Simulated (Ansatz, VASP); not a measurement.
## HfO2 in VASP and in Ansatz

Contents of POSCAR:

```
HfO2
1.0
    5.2194633600      0.0000000000      0.0000000000
    0.0000000000      5.0047636900      0.0000000000
    0.0000000000      0.0000000000      5.0326850500
Hf O
4 8
Direct
    0.0330060000      0.2674791800      0.2414403500
    0.5330060000      0.2674791800      0.7414403500
    0.5330060000      0.7674791800      0.2414403500
    1.0330060000      0.7674791800      0.7414403500
    0.3339165400      0.0730980000      0.4349277800
    0.2320954600      0.0730980000      0.9349277800
    0.8339165400      0.4618603600      0.5479529200
    0.7320954600      0.4618603600      1.0479529200
    0.2320954600      0.5730980100      1.0479529200
    0.3339165300      0.5730980100      0.5479529200
    0.8339165400      0.9618603600      0.4349277800
    0.7320954600      0.9618603600      0.9349277800
```

INCAR.step1

```
SYSTEM = HfO2
ALGO = Normal ; EDIFF = 1E-4
ENCUT = 520 ; GGA = PE
ISMEAR = 0 ; LASPH = .True.
LCHARG = .False. ; LREAL = .False.
LWAVE = .True. ; NBANDS = 56
NELM = 60 ; PREC = Accurate
SIGMA = 0.1
```

INCAR.step2

```
SYSTEM = HfO2
ALGO = Normal ; EDIFF = 1E-6
ENCUT = 520 ; ISIF = 2
ISMEAR = 0 ; ISTART = 1
LASPH = .True. ; LCHARG = .False.
LMIXTAU = .True. ; LREAL = .False.
LWAVE = .False. ; METAGGA = R2SCAN
NBANDS = 56 ; NELM = 60
PREC = Accurate ; SIGMA = 0.1
```

File KPOINTS:

```
k-points
0
Gamma
  4 4 4
  0 0 0
```

Input for Ansatz:

```yaml
crystal:
  lattice:
    - [5.21946336, 0.0, 0.0]
    - [0.0, 5.00476369, 0.0]
    - [0.0, 0.0, 5.03268505]
  atoms:
    - { symbol: Hf, position: [0.033006, 0.26747918, 0.24144035] }
    - { symbol: Hf, position: [0.533006, 0.26747918, 0.74144035] }
    - { symbol: Hf, position: [0.533006, 0.76747918, 0.24144035] }
    - { symbol: Hf, position: [1.033006, 0.76747918, 0.74144035] }
    - { symbol: O, position: [0.33391654, 0.073098, 0.43492778] }
    - { symbol: O, position: [0.23209546, 0.073098, 0.93492778] }
    - { symbol: O, position: [0.83391654, 0.46186036, 0.54795292] }
    - { symbol: O, position: [0.73209546, 0.46186036, 1.04795292] }
    - { symbol: O, position: [0.23209546, 0.57309801, 1.04795292] }
    - { symbol: O, position: [0.33391653, 0.57309801, 0.54795292] }
    - { symbol: O, position: [0.83391654, 0.96186036, 0.43492778] }
    - { symbol: O, position: [0.73209546, 0.96186036, 0.93492778] }
basis:
  ecutwfc: 600.0
kpoints:
  mp_grid: { grid: [4, 4, 4] }
hamiltonian:
  xc: r2scan
  pseudopotentials: { kind: paw, azcp: { folder: soft_1 } }
scf:
  occupations: { method: gaussian, width: 0.1 }
output:
  forces: true
  stress: true
  eigenvalues: true
```

Alike in both runs: task single point; functional r2SCAN; k mesh 4 × 4 × 4; occupations gaussian, width 0.1 eV; no spin polarisation.

|  | VASP | Ansatz |
| --- | --- | --- |
| version | VASP 6.6.1 | Ansatz 0.2.0 |
| potentials or method | VASP PAW PBE potentials, release 64 (Hf_pv, O), cutoff 520 eV | scalar-relativistic, plane waves, PAW |
| valence electrons in the cell | 88 | 152 |

```tsv
	VASP	Ansatz	Ansatz less VASP
gap on the k mesh at the Fermi level (eV)	4.49	4.55	+0.068
least direct gap on the mesh (eV)	4.70	4.76	+0.059
pressure (GPa)	5.5	9.4	+3.90
traceless stress, the component that is largest in VASP (GPa)	-9.05	-8.81	+0.234
rms of the force components (eV/Å)	0.077	0.079	+0.0017
```

VASP's potentials were made for PBE, not for r2SCAN. Atom by atom the forces differ by 0.019 eV/Å (rms over components). One of these differences is far larger than is usual between the two programs; its cause wasn't traced. The functional is the same, so the differences come from potentials, cutoffs and numerics. VASP's potentials hold 88 valence electrons a cell and Ansatz's 152, so a difference there can come from the potentials and not from the codes.

Spin-orbit coupling is off throughout.
